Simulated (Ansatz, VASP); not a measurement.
Nb in VASP and in Ansatz

File INCAR:

```
SYSTEM = Nb
  PREC = Accurate
  ENCUT = 520
  EDIFF = 1E-8
  ISMEAR = -1
  SIGMA = 0.05
  LREAL = .FALSE.
  LASPH = .TRUE.
  NELM = 80
  ALGO = Normal
  ISIF = 2
  LWAVE = .FALSE.
  LCHARG = .FALSE.
  GGA = PS
  LEFG = .TRUE.
  NBANDS = 20
```

File KPOINTS:

```
regular mesh
0
G
  9 9 9
  0 0 0
```

File POSCAR:

```
Nb
1.0
    0.0000000000      2.8296800281      2.8296800281
    2.8296800281      0.0000000000      2.8296800281
    2.8296800281      2.8296800281      0.0000000000
Nb
2
Direct
   -0.1250000000     -0.1250000000     -0.1250000000
    0.1250000000      0.1250000000      0.1250000000
```

Input for Ansatz:

```yaml
crystal:
  lattice:
    - [0.0, 2.8296800281, 2.8296800281]
    - [2.8296800281, 0.0, 2.8296800281]
    - [2.8296800281, 2.8296800281, 0.0]
  atoms:
    - { symbol: Nb, position: [-0.125, -0.125, -0.125] }
    - { symbol: Nb, position: [0.125, 0.125, 0.125] }
kpoints:
  mp_grid: { grid: [9, 9, 9] }
scf:
  occupations: { method: fermi_dirac, width: 0.05 }
hamiltonian:
  xc: pbesol
  pseudopotentials: { kind: paw }
output:
  forces: true
  stress: true
  eigenvalues: true
  efg: { contact_densities: true }
  populations: true
```

Change from the starting cell: shortest bond scaled by 1, PAW files.

Alike in both runs: task electric field gradients; functional PBEsol; k mesh 9 × 9 × 9; occupations fermi-dirac, width 0.05 eV; no spin polarisation.

|  | VASP | Ansatz |
| --- | --- | --- |
| version | VASP 6.6.1 | Ansatz 0.2.0 |
| potentials or method | VASP PAW PBE potentials, release 64 (Nb_sv) | PAW with Ansatz's default frozen-core files, scalar-relativistic |
| plane-wave cutoff (eV) | 520 | 420 |
| valence electrons in the cell | 26 | 26 |

|  | VASP | Ansatz | Ansatz less VASP |
| --- | --- | --- | --- |
| pressure (GPa) | 6.7 | 6.6 | -0.06 |

VASP's potentials were made for PBE, not for PBEsol. With one functional, cell and mesh, what is left measures potentials, basis and numerics.
